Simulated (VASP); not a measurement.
# Er3H (P6_3/mmc) in VASP: relaxation of cell and atoms with PBE

Aim: the relaxation of cell and atoms of Er3H with PBE.

All numbers are computed with VASP 6.6.1; they aren't measurements. Logs are shortened: lines on timing, memory, paths and dates and some standing lists are left out, and cuts for length are marked.

**1. The cell of the first run**

It takes space group P6_3/mmc (No. 194, hexagonal). The conventional cell has a = 6.736 Å, b = 6.736 Å, c = 5.135 Å, α = 90.00°, β = 90.00°, γ = 120.00°. Within 4.2 Å of Er (site symmetry mm2) lie 4 H at 3.20 to 3.37 Å and 8 Er at 3.24 to 3.42 Å. Within 4.2 Å of H (site symmetry -6m2) lie 12 Er at 3.20 to 3.37 Å.

The cell was generated, and may not be a known phase.

**2. Relaxation of cell and atoms, PBE**

INCAR

```
SYSTEM = Er3H
PREC = Accurate
ENCUT = 500
EDIFF = 1E-7
ISMEAR = 0
SIGMA = 0.1
LREAL = .False.
LASPH = .True.
NELM = 200
ALGO = Normal
ISIF = 3
LWAVE = .False.
LCHARG = .False.
GGA = PE
IBRION = 2
NSW = 100
EDIFFG = -0.01
GGA_COMPAT = .False.
NELMIN = 4
LMAXMIX = 6
```

KPOINTS

```
regular mesh
0
Gamma
  6 6 8
  0 0 0
```

POSCAR

```
Er3H
1.0
    6.7361976947      0.0000000000      0.0000000000
   -3.3680988474      5.8337183286      0.0000000000
    0.0000000000      0.0000000000      5.1352188245
Er H
6 2
Direct
    0.1693113455      0.3386226910      0.2500000000
    0.6613773090      0.8306886545      0.2500000000
    0.1693113455      0.8306886545      0.2500000000
    0.8306886545      0.6613773090      0.7500000000
    0.3386226910      0.1693113455      0.7500000000
    0.8306886545      0.1693113455      0.7500000000
    0.3333333333      0.6666666667      0.7500000000
    0.6666666667      0.3333333333      0.2500000000
```

Potentials or basis: VASP PAW PBE potentials, release 64 (Er_3, H), 4f in core.

On the command line:

```console
cat potpaw_PBE.64/Er_3/POTCAR potpaw_PBE.64/H/POTCAR > POTCAR
mpirun -np 1 vasp_std > vasp.out
```

OUTCAR:

```text
SYSTEM = Er3H
   PREC = Accurate
   ENCUT = 500
   EDIFF = 1E-7
   ISMEAR = 0
   LREAL = .False.
   LASPH = .True.
   NELM = 200
   ISIF = 3
   GGA = PE
   IBRION = 2
   NSW = 100
   EDIFFG = -0.01
   NELMIN = 4

 ion  position               nearest neighbor table
   1  0.169  0.339  0.250-   6 3.24   6 3.24   5 3.24   5 3.24   2 3.31   3 3.31   2 3.42   3 3.42

   2  0.661  0.831  0.250-   4 3.24   4 3.24   6 3.24   6 3.24   3 3.31   1 3.31   3 3.42   1 3.42

   3  0.169  0.831  0.250-   4 3.24   4 3.24   5 3.24   5 3.24   2 3.31   1 3.31   2 3.42   1 3.42

   4  0.831  0.661  0.750-   3 3.24   3 3.24   2 3.24   2 3.24   5 3.31   6 3.31   5 3.42   6 3.42

   5  0.339  0.169  0.750-   1 3.24   1 3.24   3 3.24   3 3.24   6 3.31   4 3.31   6 3.42   4 3.42

   6  0.831  0.169  0.750-   1 3.24   1 3.24   2 3.24   2 3.24   5 3.31   4 3.31   5 3.42   4 3.42

   7  0.333  0.667  0.750-
   8  0.667  0.333  0.250-

  LATTYP: Found a hexagonal cell.
 ALAT       =     6.7361976947
 C/A-ratio  =     0.7623319649

  Lattice vectors:

 A1 = (   6.7361976947,   0.0000000000,   0.0000000000)
 A2 = (  -3.3680988474,   5.8337183286,   0.0000000000)
 A3 = (   0.0000000000,   0.0000000000,   5.1352188245)

Analysis of symmetry for initial positions (statically):
=====================================================================
 Subroutine PRICEL returns:
 Original cell was already a primitive cell.

 Routine SETGRP: Setting up the symmetry group for a
 hexagonal supercell.

 Subroutine GETGRP returns: Found 24 space group operations
 (whereof 12 operations were pure point group operations)
 out of a pool of 24 trial point group operations.

The static configuration has the point symmetry D_3d.
 The point group associated with its full space group is D_6h.

Analysis of symmetry for dynamics (positions and initial velocities):
=====================================================================
 Subroutine PRICEL returns:
 Original cell was already a primitive cell.

 Routine SETGRP: Setting up the symmetry group for a
 hexagonal supercell.

 Subroutine GETGRP returns: Found 24 space group operations
 (whereof 12 operations were pure point group operations)
 out of a pool of 24 trial point group operations.

The dynamic configuration has the point symmetry D_3d.
 The point group associated with its full space group is D_6h.

 Subroutine INISYM returns: Found 24 space group operations
 (whereof 12 operations are pure point group operations),
 and found     1 'primitive' translations

----------------------------------------------------------------------------------------

                                     Primitive cell

  volume of cell :     201.7991

  direct lattice vectors                    reciprocal lattice vectors
     6.736197695  0.000000000  0.000000000     0.148451700  0.085708629  0.000000000
    -3.368098847  5.833718329  0.000000000     0.000000000  0.171417258  0.000000000
     0.000000000  0.000000000  5.135218824     0.000000000  0.000000000  0.194733668

  length of vectors
     6.736197695  6.736197695  5.135218824     0.171417258  0.171417258  0.194733668

  position of ions in fractional coordinates (direct lattice)
     0.169311345  0.338622691  0.250000000
     0.661377309  0.830688655  0.250000000
     0.169311345  0.830688655  0.250000000
     0.830688655  0.661377309  0.750000000
     0.338622691  0.169311345  0.750000000
     0.830688655  0.169311345  0.750000000
     0.333333333  0.666666667  0.750000000
     0.666666667  0.333333333  0.250000000

  ion indices of the primitive-cell ions
   primitive index   ion index
                 1           1
                 2           2
                 3           3
                 4           4
                 5           5
                 6           6
                 7           7
                 8           8

----------------------------------------------------------------------------------------

 KPOINTS: regular mesh

Automatic generation of k-mesh.
 Grid dimensions read from file:
 generate k-points for:    6    6    8

 Generating k-lattice:

  Cartesian coordinates                     Fractional coordinates (reciprocal lattice)
     0.024741950  0.014284772  0.000000000     0.166666667 -0.000000000  0.000000000
     0.000000000  0.028569543  0.000000000     0.000000000  0.166666667  0.000000000
     0.000000000  0.000000000  0.024341709     0.000000000  0.000000000  0.125000000

  Length of vectors
     0.028569543  0.028569543  0.024341709

  Shift w.r.t. Gamma in fractional coordinates (k-lattice)
     0.000000000  0.000000000  0.000000000

 Subroutine IBZKPT returns following result:
 ===========================================

 Found     35 irreducible k-points:

 Following reciprocal coordinates:
            Coordinates               Weight
  0.000000  0.000000  0.000000      1.000000
  0.166667 -0.000000  0.000000      6.000000
  0.333333 -0.000000  0.000000      6.000000
  0.500000  0.000000  0.000000      3.000000
  0.166667  0.166667  0.000000      6.000000
  0.333333  0.166667  0.000000     12.000000
[... 16 lines left out ...]
  0.166667 -0.000000  0.375000     12.000000
  0.333333 -0.000000  0.375000     12.000000
 [... further k-points ...]
   k-points           NKPTS =     35   k-points in BZ     NKDIM =     35   number of bands    NBANDS=     33
   number of dos      NEDOS =    301   number of ions     NIONS =      8
   total plane-waves  NPLWV = 100000
   dimension x,y,z NGX =    50 NGY =   50 NGZ =   40
   dimension x,y,z NGXF=   100 NGYF=  100 NGZF=   80
   ions per type =               6   2
   NGX,Y,Z   is equivalent  to a cutoff of  12.34, 12.34, 12.95 a.u.
   NGXF,Y,Z  is equivalent  to a cutoff of  24.68, 24.68, 25.90 a.u.
 SYSTEM =  Er3H
   PREC   = accura    normal or accurate (medium, high low for compatibility)
   ISTART =      0    job   : 0-new  1-cont  2-samecut
   ICHARG =      2    charge: 1-file 2-atom 10-const
   ISPIN  =      1    spin polarized calculation?
   LNONCOLLINEAR =      F non collinear calculations
   LSORBIT =      F    spin-orbit coupling
   LASPH  =      T    aspherical Exc in radial PAW
   ENCUT  =  500.0 eV  36.75 Ry    6.06 a.u.  12.28 12.28  9.36*2*pi/ulx,y,z
   NELM   =    200;   NELMIN=  4; NELMDL= -5     # of ELM steps
   EDIFF  = 0.1E-06   stopping-criterion for ELM
   LREAL  =      F    real-space projection
   EDIFFG = -.1E-01   stopping-criterion for IOM
   NSW    =    100    number of steps for IOM
   IBRION =      2    ionic relax: 0-MD 1-quasi-New 2-CG
   NFREE  =      1    steps in history (QN), initial steepest desc. (CG)
   ISIF   =      3    stress and relaxation
   ISYM   =      2    0-nonsym 1-usesym 2-fastsym
   POTIM  = 0.5000    time-step for ionic-motion
   TEBEG  =    0.0;   TEEND  =   0.0 temperature during run
   PSTRESS=    0.0 pullay stress
   NELECT =      56.0000    total number of electrons
   NUPDOWN=      -1.0000    fix difference up-down
   EMIN   =  10.00;   EMAX   =-10.00  energy-range for DOS
   EFERMI =   0.00;   METHOD = LEGACY
   ISMEAR =     0;   SIGMA  =   0.10  broadening in eV -4-tet -1-fermi 0-gaus
   EFERMI_NEDOS =   21; number of points for ismear=-14 and -15
   IALGO  =     38    algorithm
   IMIX   =      4    mixing-type and parameters
     AMIX     =   0.40;   BMIX     =  1.00
     AMIX_MAG =   1.60;   BMIX_MAG =  1.00
  volume/ion in A,a.u.               =      25.22       170.23
  Fermi-wavevector in a.u.,A,eV,Ry     =   1.067819  2.017886 15.513880  1.140238
  Thomas-Fermi vector in A             =   2.203448
   LORBIT       =      0    0 simple, 1 ext, 2 COOP (PROOUT), +10 PAW based schemes
   GGA     = PE    functional components
   LHFCALC =     F    Hartree Fock is set to
   AEXX    =    0.0000 exact exchange contribution
   IVDW    =     0    specifies the selected vdW correction
   LEPSILON=     F    determine dielectric tensor
   LRPA    =     F    only Hartree local field effects (RPA)
 conjugate gradient relaxation of ions
 non-spin polarized calculation
 Gauss-broadening in eV      SIGMA  =   0.10
  energy-cutoff  :      500.00
  volume of cell :      201.80
 maximum number of plane-waves:      5161
 NGX is ok and might be reduce to    50
   NGX = 25   NGY = 25   NGZ = 19

--------------------------------------- Ionic step        1  -------------------------------------------

 number of electron      56.0000017 magnetization

 Free energy of the ion-electron system (eV)
  ---------------------------------------------------
  ext. energy  EPLUGINS =         0.00000000
  ---------------------------------------------------
  free energy    TOTEN  =       -28.19626064 eV

  energy without entropy =      -28.11705820  energy(sigma->0) =      -28.15665942

------------------------ aborting loop because EDIFF is reached ----------------------------------------

  FORCE on cell =-STRESS in cart. coord.  units (eV):
  Direction    XX          YY          ZZ          XY          YZ          ZX
  --------------------------------------------------------------------------------------
  -------------------------------------------------------------------------------------
  Total        0.5769327      0.5769327      0.5784589     -0.0000000     -0.0000000      0.0000000
  in kB        4.5805383      4.5805383      4.5926556     -0.0000000     -0.0000000      0.0000000
  external PRESSURE =       4.5845774 kB  Pullay stress =       0.0000000 kB
[... 1854 lines left out ...]
     32       3.6276      0.00000
     33       3.9646      0.00000

 [... further k-points ...]

[... ionic steps 4 to 30 ...]

--------------------------------------- Ionic step       31  -------------------------------------------

 number of electron      56.0000005 magnetization

------------------------ aborting loop because EDIFF is reached ----------------------------------------

  FORCE on cell =-STRESS in cart. coord.  units (eV):
  Direction    XX          YY          ZZ          XY          YZ          ZX
  --------------------------------------------------------------------------------------
  -------------------------------------------------------------------------------------
  Total       -0.0207745     -0.0207745     -0.1011661      0.0000000      0.0000000      0.0000000
  in kB       -0.1647442     -0.1647442     -0.8022600      0.0000000      0.0000000      0.0000000
  external PRESSURE =      -0.3772495 kB  Pullay stress =       0.0000000 kB
[... 69 lines left out ...]
  energy  without entropy=      -31.9431547916  energy(sigma->0) =      -31.95968826

--------------------------------------- Ionic step       33  -------------------------------------------

 number of electron      56.0000005 magnetization

 Free energy of the ion-electron system (eV)
  ---------------------------------------------------
  ext. energy  EPLUGINS =         0.00000000
  ---------------------------------------------------
  free energy    TOTEN  =       -31.97626981 eV

  energy without entropy =      -31.94330847  energy(sigma->0) =      -31.95978914

 E-fermi :   2.5291     XC(G=0):  -9.5443

 val. band max:        2.5232204053   @ k =   0.0000   0.0000   0.3750
 cond. band min:       2.5745908781   @ k =   0.5000   0.0000   0.2500
 fundamental gap:      0.0513704728
 Fermi energy:         2.5290802978

 k-point     1 :       0.0000    0.0000    0.0000
  band No.  band energies     occupation
      1     -22.6606      2.00000
      2     -22.4425      2.00000
      3     -22.4327      2.00000
      4     -22.4327      2.00000
      5     -22.4025      2.00000
      6     -22.4025      2.00000
[... 890 lines left out ...]
  FREE ENERGIE OF THE ION-ELECTRON SYSTEM (eV)
  ---------------------------------------------------
  free  energy   TOTEN  =       -31.9762698097 eV

  energy  without entropy=      -31.9433084685  energy(sigma->0) =      -31.95978914

 reached required accuracy - stopping structural energy minimisation
```

Run time: 63 min. Hardware: 1 thread of Intel Xeon 6975P-C (Granite Rapids), shared host; peak memory 0.47 GiB.

Results:

| Item | Value |
| --- | --- |
| Free energy | -31.9763 eV |
| Relaxed volume | 25.23 Å³/atom |
| Relaxed cell | a = 8.371 Å, b = 8.371 Å, c = 3.327 Å, α = 90.00°, β = 90.00°, γ = 120.00° |
| Space group after relaxing (to 0.1 Å) | P6_3/mmc (No. 194) |
| Energy gained by relaxing | 472.5 meV/atom |
| Ionic steps | 33 |
| Pressure after relaxing | 0.0 GPa |
| Largest force after relaxing | 0.005 eV/Å |
| Band gap on the k mesh | zero (bands 28 and 29 overlap by 0.75 eV) |

Forces on the atoms (eV/Å):
```
Er   0.000  0.005  0.000
Er  -0.004 -0.003  0.000
Er   0.004 -0.003  0.000
Er   0.000 -0.005  0.000
Er   0.004  0.003  0.000
Er  -0.004  0.003  0.000
H    0.000  0.000  0.000
H    0.000  0.000  0.000
```

The path:
| step | energy change (eV) | largest force (eV/Å) | pressure (GPa) | volume (Å³) |
| --- | --- | --- | --- | --- |
| 1 | 0.0000 | 0.0952 | 0.46 | 201.80 |
| 2 | -0.0053 | 0.0392 | 0.07 | 203.91 |
| 3 | -0.0055 | 0.0231 | -0.05 | 204.56 |
| 4 | -0.0059 | 0.0172 | -0.04 | 204.40 |
| 5 | -0.0065 | 0.0001 | 0.00 | 203.92 |
| 6 | -0.0066 | 0.0345 | 0.08 | 202.96 |
| 7 | -0.0068 | 0.0187 | 0.04 | 203.40 |
| 8 | -0.0071 | 0.0186 | 0.04 | 203.37 |
| 9 | -0.0079 | 0.0159 | 0.04 | 203.27 |
| 10 | -0.0093 | 0.0097 | 0.03 | 203.07 |
| 11 | -0.0116 | 0.0118 | 0.03 | 202.63 |
| 12 | -0.0168 | 0.0903 | 0.04 | 201.56 |
| 13 | -0.1000 | 0.4109 | 0.18 | 198.68 |
| 14 | -1.2353 | 1.2234 | 1.48 | 189.81 |
| 15 | 0.3194 | 1.4688 | 17.41 | 158.30 |
| 16 | -2.2736 | 1.4216 | 3.78 | 181.00 |
| 17 | -1.7920 | 1.7262 | 10.27 | 168.02 |
| 18 | -2.2849 | 1.6369 | 7.17 | 173.76 |
| 19 | -2.3314 | 1.6001 | 6.64 | 174.79 |
| 20 | -2.3784 | 1.5756 | 6.41 | 175.42 |
| 21 | -2.5120 | 1.5025 | 5.74 | 177.29 |
| 22 | -2.7468 | 1.3611 | 4.46 | 181.08 |
| 23 | -3.0932 | 1.0957 | 2.17 | 188.82 |
| 24 | -3.3511 | 0.6432 | -1.42 | 204.94 |
| 25 | -3.4251 | 0.5895 | -1.29 | 204.39 |
| 26 | -3.6103 | 0.4094 | -0.82 | 202.71 |
| 27 | -3.7724 | 0.0523 | 0.50 | 199.18 |
| 28 | -3.7723 | 0.0348 | 0.45 | 199.30 |
| 29 | -3.7783 | 0.0115 | 0.19 | 200.74 |
| 30 | -3.7800 | 0.0089 | -0.05 | 202.14 |
| 31 | -3.7800 | 0.0071 | -0.04 | 202.04 |
| 32 | -3.7800 | 0.0066 | -0.03 | 201.98 |
| 33 | -3.7800 | 0.0051 | 0.00 | 201.87 |

Final structure:
```xyz
8
Lattice="8.3710 0.0000 0.0000 -4.1855 7.2495 0.0000 0.0000 0.0000 3.3265" Properties=species:S:1:pos:R:3 pbc="T T T"
Er    0.0000    2.9460    0.8316
Er    1.6342    5.7765    0.8316
Er   -1.6342    5.7765    0.8316
Er    4.1855    4.3035    2.4949
Er    2.5513    1.4730    2.4949
Er    5.8197    1.4730    2.4949
H     0.0000    4.8330    2.4949
H     4.1855    2.4165    0.8316
```

Caveat: a cell axis changed by over 15 % at a fixed basis, so the end point is rough; spin-orbit coupling is left out, which moves the levels of the heavy elements; the 4f electrons are frozen in the core, so they carry no moment and show no levels.

The gap in the log of VASP goes by the Fermi energy; the results here count the filled bands.